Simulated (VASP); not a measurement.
# HfH3 (Pm-3m) in VASP: single point with PBEsol

Aim: the single point of HfH3 with PBEsol.

Program: VASP 6.6.1. These are calculated values, not measurements. Logs are shortened: lines on timing, memory, paths and dates and some standing lists are left out, and cuts for length are marked.

**1. The cell of the first run**

The structure is cubic, space group Pm-3m (No. 221). The conventional cell has a = 2.994 Å, b = 2.994 Å, c = 2.994 Å, α = 90.00°, β = 90.00°, γ = 90.00°. Within 2.8 Å of Hf (site symmetry m-3m) lie 12 H at 2.12 Å. H (site symmetry 4/mmm) has 4 Hf at 2.12 Å and 8 H at 2.12 Å within 2.8 Å.

**2. Single point, PBEsol (strained)**

Contents of INCAR:

```
SYSTEM = HfH3
PREC = Accurate
ENCUT = 520
EDIFF = 1E-7
ISMEAR = 0
SIGMA = 0.1
LREAL = .False.
LASPH = .True.
NELM = 80
ALGO = Normal
ISIF = 2
LWAVE = .False.
LCHARG = .False.
GGA = PS
NBANDS = 14
```

Contents of KPOINTS:

```
regular mesh
0
Gamma
  14 14 14
  0 0 0
```

Contents of POSCAR:

```
HfH3
1.0
    2.9936213481      0.0000000000      0.0000000000
    0.0000000000      2.9936213481      0.0000000000
    0.0000000000      0.0000000000      2.9936213481
Hf H
1 3
Direct
    0.0000000000      0.0000000000      0.0000000000
    0.0000000000      0.5000000000      0.5000000000
    0.5000000000      0.0000000000      0.5000000000
    0.5000000000      0.5000000000      0.0000000000
```

Potentials or basis: VASP PAW PBE potentials, release 64 (Hf_pv, H).

Started as:

```console
cat potpaw_PBE.64/Hf_pv/POTCAR potpaw_PBE.64/H/POTCAR > POTCAR
mpirun -np 1 vasp_std > vasp.out
```

OUTCAR:

```text
SYSTEM = HfH3
   PREC = Accurate
   ENCUT = 520
   EDIFF = 1E-7
   ISMEAR = 0
   LREAL = .False.
   LASPH = .True.
   NELM = 80
   ISIF = 2
   GGA = PS

 ion  position               nearest neighbor table
   1  0.000  0.000  0.000-   2 2.12   3 2.12   4 2.12   2 2.12   3 2.12   2 2.12   4 2.12   2 2.12
                             3 2.12   4 2.12   3 2.12   4 2.12
   2  0.000  0.500  0.500-   1 2.12   1 2.12   1 2.12   1 2.12
   3  0.500  0.000  0.500-   1 2.12   1 2.12   1 2.12   1 2.12
   4  0.500  0.500  0.000-   1 2.12   1 2.12   1 2.12   1 2.12

  LATTYP: Found a simple cubic cell.
 ALAT       =     2.9936213481

  Lattice vectors:

 A1 = (   2.9936213481,   0.0000000000,   0.0000000000)
 A2 = (   0.0000000000,   2.9936213481,   0.0000000000)
 A3 = (   0.0000000000,   0.0000000000,   2.9936213481)

Analysis of symmetry for initial positions (statically):
=====================================================================
 Subroutine PRICEL returns:
 Original cell was already a primitive cell.

 Routine SETGRP: Setting up the symmetry group for a
 simple cubic supercell.

 Subroutine GETGRP returns: Found 48 space group operations
 (whereof 48 operations were pure point group operations)
 out of a pool of 48 trial point group operations.

The static configuration has the point symmetry O_h .

Analysis of symmetry for dynamics (positions and initial velocities):
=====================================================================
 Subroutine PRICEL returns:
 Original cell was already a primitive cell.

 Routine SETGRP: Setting up the symmetry group for a
 simple cubic supercell.

 Subroutine GETGRP returns: Found 48 space group operations
 (whereof 48 operations were pure point group operations)
 out of a pool of 48 trial point group operations.

The dynamic configuration has the point symmetry O_h .

 Subroutine INISYM returns: Found 48 space group operations
 (whereof 48 operations are pure point group operations),
 and found     1 'primitive' translations

----------------------------------------------------------------------------------------

                                     Primitive cell

  volume of cell :      26.8281

  direct lattice vectors                    reciprocal lattice vectors
     2.993621348  0.000000000  0.000000000     0.334043583  0.000000000  0.000000000
     0.000000000  2.993621348  0.000000000     0.000000000  0.334043583  0.000000000
     0.000000000  0.000000000  2.993621348     0.000000000  0.000000000  0.334043583

  length of vectors
     2.993621348  2.993621348  2.993621348     0.334043583  0.334043583  0.334043583

  position of ions in fractional coordinates (direct lattice)
     0.000000000  0.000000000  0.000000000
     0.000000000  0.500000000  0.500000000
     0.500000000  0.000000000  0.500000000
     0.500000000  0.500000000  0.000000000

  ion indices of the primitive-cell ions
   primitive index   ion index
                 1           1
                 2           2
                 3           3
                 4           4

----------------------------------------------------------------------------------------

 KPOINTS: regular mesh

Automatic generation of k-mesh.
 Grid dimensions read from file:
 generate k-points for:   14   14   14

 Generating k-lattice:

  Cartesian coordinates                     Fractional coordinates (reciprocal lattice)
     0.023860256  0.000000000  0.000000000     0.071428571  0.000000000  0.000000000
     0.000000000  0.023860256  0.000000000     0.000000000  0.071428571  0.000000000
     0.000000000  0.000000000  0.023860256     0.000000000  0.000000000  0.071428571

  Length of vectors
     0.023860256  0.023860256  0.023860256

  Shift w.r.t. Gamma in fractional coordinates (k-lattice)
     0.000000000  0.000000000  0.000000000

 Subroutine IBZKPT returns following result:
 ===========================================

 Found    120 irreducible k-points:

 Following reciprocal coordinates:
            Coordinates               Weight
  0.000000  0.000000  0.000000      1.000000
  0.071429  0.000000  0.000000      6.000000
  0.142857  0.000000  0.000000      6.000000
  0.214286  0.000000  0.000000      6.000000
  0.285714  0.000000  0.000000      6.000000
  0.357143  0.000000  0.000000      6.000000
[... 16 lines left out ...]
  0.285714  0.214286  0.000000     24.000000
  0.357143  0.214286  0.000000     24.000000
 [... further k-points ...]
   k-points           NKPTS =    120   k-points in BZ     NKDIM =    120   number of bands    NBANDS=     14
   number of dos      NEDOS =    301   number of ions     NIONS =      4
   total plane-waves  NPLWV =  13824
   dimension x,y,z NGX =    24 NGY =   24 NGZ =   24
   dimension x,y,z NGXF=    48 NGYF=   48 NGZF=   48
   ions per type =               1   3
   NGX,Y,Z   is equivalent  to a cutoff of  13.33, 13.33, 13.33 a.u.
   NGXF,Y,Z  is equivalent  to a cutoff of  26.66, 26.66, 26.66 a.u.
 SYSTEM =  HfH3
   PREC   = accura    normal or accurate (medium, high low for compatibility)
   ISTART =      0    job   : 0-new  1-cont  2-samecut
   ICHARG =      2    charge: 1-file 2-atom 10-const
   ISPIN  =      1    spin polarized calculation?
   LNONCOLLINEAR =      F non collinear calculations
   LSORBIT =      F    spin-orbit coupling
   LASPH  =      T    aspherical Exc in radial PAW
   ENCUT  =  520.0 eV  38.22 Ry    6.18 a.u.   5.57  5.57  5.57*2*pi/ulx,y,z
   NELM   =     80;   NELMIN=  2; NELMDL= -5     # of ELM steps
   EDIFF  = 0.1E-06   stopping-criterion for ELM
   LREAL  =      F    real-space projection
   EDIFFG = 0.1E-05   stopping-criterion for IOM
   NSW    =      0    number of steps for IOM
   IBRION =     -1    ionic relax: 0-MD 1-quasi-New 2-CG
   NFREE  =      0    steps in history (QN), initial steepest desc. (CG)
   ISIF   =      2    stress and relaxation
   ISYM   =      2    0-nonsym 1-usesym 2-fastsym
   POTIM  = 0.5000    time-step for ionic-motion
   TEBEG  =    0.0;   TEEND  =   0.0 temperature during run
   PSTRESS=    0.0 pullay stress
   NELECT =      13.0000    total number of electrons
   NUPDOWN=      -1.0000    fix difference up-down
   EMIN   =  10.00;   EMAX   =-10.00  energy-range for DOS
   EFERMI =   0.00;   METHOD = LEGACY
   ISMEAR =     0;   SIGMA  =   0.10  broadening in eV -4-tet -1-fermi 0-gaus
   EFERMI_NEDOS =   21; number of points for ismear=-14 and -15
   IALGO  =     38    algorithm
   IMIX   =      4    mixing-type and parameters
     AMIX     =   0.40;   BMIX     =  1.00
     AMIX_MAG =   1.60;   BMIX_MAG =  1.00
  volume/ion in A,a.u.               =       6.71        45.26
  Fermi-wavevector in a.u.,A,eV,Ry     =   1.285856  2.429916 22.496230  1.653426
  Thomas-Fermi vector in A             =   2.417966
   LORBIT       =      0    0 simple, 1 ext, 2 COOP (PROOUT), +10 PAW based schemes
   GGA     = PS    functional components
   LHFCALC =     F    Hartree Fock is set to
   AEXX    =    0.0000 exact exchange contribution
   IVDW    =     0    specifies the selected vdW correction
   LEPSILON=     F    determine dielectric tensor
   LRPA    =     F    only Hartree local field effects (RPA)
 non-spin polarized calculation
 Gauss-broadening in eV      SIGMA  =   0.10
  energy-cutoff  :      520.00
  volume of cell :       26.83
 maximum number of plane-waves:       739
 NGX is ok and might be reduce to    24
   NGX = 11   NGY = 11   NGZ = 11

 number of electron      12.9999998 magnetization

 Free energy of the ion-electron system (eV)
  ---------------------------------------------------
  ext. energy  EPLUGINS =         0.00000000
  ---------------------------------------------------
  free energy    TOTEN  =       -21.57581067 eV

  energy without entropy =      -21.57168166  energy(sigma->0) =      -21.57374617

 E-fermi :   5.4699     XC(G=0): -11.8784

 val. band max:        5.4594340918   @ k =   0.5000   0.3571   0.2143
 cond. band min:       5.4867797125   @ k =   0.4286   0.3571   0.2143
 fundamental gap:      0.0273456206
 Fermi energy:         5.4699467698

 k-point     1 :       0.0000    0.0000    0.0000
  band No.  band energies     occupation
      1     -25.0917      2.00000
      2     -25.0917      2.00000
      3     -25.0917      2.00000
      4      -6.6436      2.00000
      5       0.7023      2.00000
      6       0.7023      2.00000
      7      10.4659      0.00000
      8      10.4659      0.00000
      9      10.4659      0.00000
     10      12.4678      0.00000
     11      12.4678      0.00000
     12      14.0573      0.00000
     13      14.0573      0.00000
     14      14.0573      0.00000

 k-point     2 :       0.0714    0.0000    0.0000
  band No.  band energies     occupation
      1     -25.1373      2.00000
      2     -25.0880      2.00000
      3     -25.0880      2.00000
      4      -6.5237      2.00000
      5       0.7238      2.00000
      6       0.7812      2.00000
      7      10.0758      0.00000
      8      10.0758      0.00000
      9      10.4843      0.00000
     10      12.0131      0.00000
     11      12.0861      0.00000
     12      14.1859      0.00000
     13      14.4852      0.00000
     14      14.4852      0.00000

 k-point     3 :       0.1429    0.0000    0.0000
  band No.  band energies     occupation
      1     -25.2631      2.00000
      2     -25.0776      2.00000
      3     -25.0776      2.00000
      4      -6.1759      2.00000
      5       0.7420      2.00000
      6       1.0170      2.00000
      7       9.2623      0.00000
      8       9.2623      0.00000
      9      10.5365      0.00000
     10      11.1146      0.00000
     11      11.2362      0.00000
     12      14.4032      0.00000
     13      15.4070      0.00000
     14      15.4070      0.00000

 k-point     4 :       0.2143    0.0000    0.0000
  band No.  band energies     occupation
      1     -25.4399      2.00000
      2     -25.0624      2.00000
      3     -25.0624      2.00000
      4      -5.6317      2.00000
      5       0.6343      2.00000
      6       1.4064      2.00000
      7       8.4083      0.00000
      8       8.4083      0.00000
      9       9.8550      0.00000
     10      10.6132      0.00000
     11      10.7571      0.00000
     12      14.6561      0.00000
     13      16.4338      0.00000
     14      16.4338      0.00000

 k-point     5 :       0.2857    0.0000    0.0000
  band No.  band energies     occupation
      1     -25.6300      2.00000
      2     -25.0456      2.00000
      3     -25.0456      2.00000
      4      -4.9319      2.00000
      5       0.2743      2.00000
      6       1.9428      2.00000
      7       7.6682      0.00000
      8       7.6682      0.00000
      9       8.5193      0.00000
     10      10.7004      0.00000
     11      10.8484      0.00000
[... 276 lines left out ...]
 k-point    22 :       0.2143    0.2143    0.0000
  band No.  band energies     occupation
      1     -25.4204      2.00000
      2     -25.3781      2.00000
      3     -25.0338      2.00000
      4      -4.7098      2.00000
      5       1.1781      2.00000
      6       1.2057      2.00000
      7       6.1062      0.00000
      8       8.3609      0.00000
      9       9.0872      0.00000
     10      10.6556      0.00000
     11      11.0113      0.00000
     12      13.6616      0.00000
     13      18.2410      0.00000
     14      18.2587      0.00000

 k-point    23 :       0.2857    0.2143    0.0000
  band No.  band energies     occupation
      1     -25.5856      2.00000
      2     -25.3737      2.00000
      3     -25.0173      2.00000
      4      -4.0829      2.00000
      5       0.6947      2.00000
      6       1.5935      2.00000
      7       5.6633      0.00625
      8       7.8841      0.00000
      9       8.9930      0.00000
     10      10.3601      0.00000
     11      11.1403      0.00000
     12      13.6969      0.00000
     13      18.2591      0.00000
     14      19.2951      0.00000

 k-point    24 :       0.3571    0.2143    0.0000
  band No.  band energies     occupation
      1     -25.7456      2.00000
      2     -25.3539      2.00000
      3     -25.0024      2.00000
      4      -3.3611      2.00000
      5      -0.0227      2.00000
      6       2.0568      2.00000
      7       5.2105      1.99976
      8       7.3864      0.00000
      9       9.0769      0.00000
     10      10.3826      0.00000
     11      11.4654      0.00000
     12      13.5996      0.00000
     13      18.2577      0.00000
     14      19.3477      0.00000

 [... further k-points ...]
[... 5 lines left out ...]
  --------------------------------------------------------------------------------------
  -------------------------------------------------------------------------------------
  Total        1.6166758      1.6166758      1.6166758     -0.0000000      0.0000000     -0.0000000
  in kB       96.5479172     96.5479172     96.5479172     -0.0000000      0.0000000     -0.0000000
  external PRESSURE =      96.5479172 kB  Pullay stress =       0.0000000 kB

 VOLUME and BASIS-vectors are now :
 -----------------------------------------------------------------------------
  energy-cutoff  :      520.00
  volume of cell :       26.83
      direct lattice vectors                 reciprocal lattice vectors
     2.993621348  0.000000000  0.000000000     0.334043583  0.000000000  0.000000000
     0.000000000  2.993621348  0.000000000     0.000000000  0.334043583  0.000000000
     0.000000000  0.000000000  2.993621348     0.000000000  0.000000000  0.334043583

 POSITION                                       TOTAL-FORCE (eV/Angst)
 -----------------------------------------------------------------------------------
      0.00000      0.00000      0.00000         0.000000      0.000000      0.000000
      0.00000      1.49681      1.49681         0.000000      0.000000      0.000000
      1.49681      0.00000      1.49681         0.000000      0.000000      0.000000
      1.49681      1.49681      0.00000         0.000000      0.000000      0.000000
 -----------------------------------------------------------------------------------
    total drift:                                0.000000      0.000000     -0.000000

  FREE ENERGIE OF THE ION-ELECTRON SYSTEM (eV)
  ---------------------------------------------------
  free  energy   TOTEN  =       -21.5758106727 eV

  energy  without entropy=      -21.5716816604  energy(sigma->0) =      -21.57374617
```

Run time: 22 s. Hardware: 1 thread of Intel Xeon Platinum 8488C (Sapphire Rapids), shared host; peak memory 0.17 GiB.

What came out:

```yaml
Free_energy: -21.5758 eV
Pressure: 9.7 GPa
```

Levels at points of the mesh, in eV from the Fermi level:
```csv
k point,band 2,band 3,band 4,band 5,band 6,band 7,band 8,band 9,band 10,band 11
"(0.00, 0.00, 0.00)",-30.56,-30.56,-12.11,-4.77,-4.77,5.00,5.00,5.00,7.00,7.00
"(0.50, 0.00, 0.00)",-30.49,-30.49,-8.11,-7.24,-1.68,0.07,1.17,1.17,5.39,7.43
"(0.50, 0.50, 0.00)",-31.27,-30.41,-7.88,-3.96,-3.96,-2.38,2.03,2.03,7.23,9.77
"(0.50, 0.50, 0.50)",-31.14,-31.14,-6.72,-6.72,-6.72,3.17,6.31,6.31,6.31,7.55
```

Caveat: the cell differs from its parent crystal (strained); the PAW data sets were made with another functional, which shifts forces and pressure a little; spin-orbit coupling is left out, which moves the levels of the heavy elements.
